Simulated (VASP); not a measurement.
Input of a VASP 6.6.1 run:

File POSCAR:

```
Mg
1.0
    3.1792646675      0.0000000000      0.0000000000
   -1.5896323337      2.7533239674      0.0000000000
    0.0000000000      0.0000000000      5.1568903974
Mg
2
Direct
    0.3333333333      0.6666666667      0.2500000000
    0.6666666667      0.3333333333      0.7500000000
```

Contents of INCAR.step1:

```
SYSTEM = Mg
PREC = Accurate
ENCUT = 520
ISMEAR = -1
SIGMA = 0.1
LREAL = .FALSE.
LASPH = .TRUE.
NELM = 100
NBANDS = 9
GGA = PE
ALGO = Normal
EDIFF = 1E-4
LWAVE = .TRUE.
LCHARG = .FALSE.
```

INCAR.step2

```
SYSTEM = Mg
PREC = Accurate
ENCUT = 520
EDIFF = 1E-6
ISMEAR = -1
SIGMA = 0.1
LREAL = .FALSE.
LASPH = .TRUE.
NELM = 100
ALGO = Normal
ISIF = 2
LWAVE = .FALSE.
LCHARG = .FALSE.
METAGGA = R2SCAN
LMIXTAU = .TRUE.
NBANDS = 9
ISTART = 1
```

Contents of KPOINTS:

```
regular mesh
0
G
  19 19 10
  0 0 0
```

Potentials or basis: VASP PAW PBE potentials, release 64 (Mg).

Command:

```console
$ cat potpaw_PBE.64/Mg/POTCAR > POTCAR
$ cp INCAR.step1 INCAR
$ mpirun -np 1 vasp_std > vasp.out
$ cp INCAR.step2 INCAR
$ mpirun -np 1 vasp_std > vasp.out
```

Predict the pressure.

-0.2 GPa.

Predict the band gap on the k mesh.

zero (bands 2 and 3 overlap by 2.16 eV).

Stress tensor (GPa, compression positive):
```
-0.18  0.00  0.00
 0.00 -0.18  0.00
 0.00  0.00 -0.30
```

Caveat: the PAW data sets were made with another functional, which shifts forces and pressure a little.
